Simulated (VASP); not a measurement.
Crystal: P.

```xyz
2
Lattice="1.7596 1.0159 3.1911 -1.7596 1.0159 3.1911 0.0000 -2.0318 3.1911" Properties=species:S:1:pos:R:3 pbc="T T T"
P     0.0000    0.0000    7.3993
P     0.0000    0.0000    2.1739
```

This cell differs from its parent crystal: volume scaled by 1.06.

Base run:

```yaml
Program: VASP 6.6.1
Functional: PBE
Potentials_or_basis: VASP PAW PBE potentials, release 64 (P)
Cutoff: 520 eV
k_mesh: 9 × 9 × 9
Occupations: fermi-dirac, width 0.05 eV
Spin: no spin polarisation
```

Its results: band gap on the k mesh zero (band 5 reaches 8.62 eV, above the bottom of band 6 at 8.05 eV); pressure -3.3 GPa; largest force 0.206 eV/Å.

Task: The run is repeated on the same cell with these changes: functional from PBE to PBEsol. What comes out?

Result: Band gap on the k mesh zero (band 5 reaches 8.54 eV, above the bottom of band 6 at 7.95 eV); pressure -6.3 GPa; largest force 0.138 eV/Å.

PBEsol binds more tightly than PBE, so the same cell stands under less pressure.

Caveats: the PAW data sets were made with another functional, which shifts forces and pressure a little (some runs).
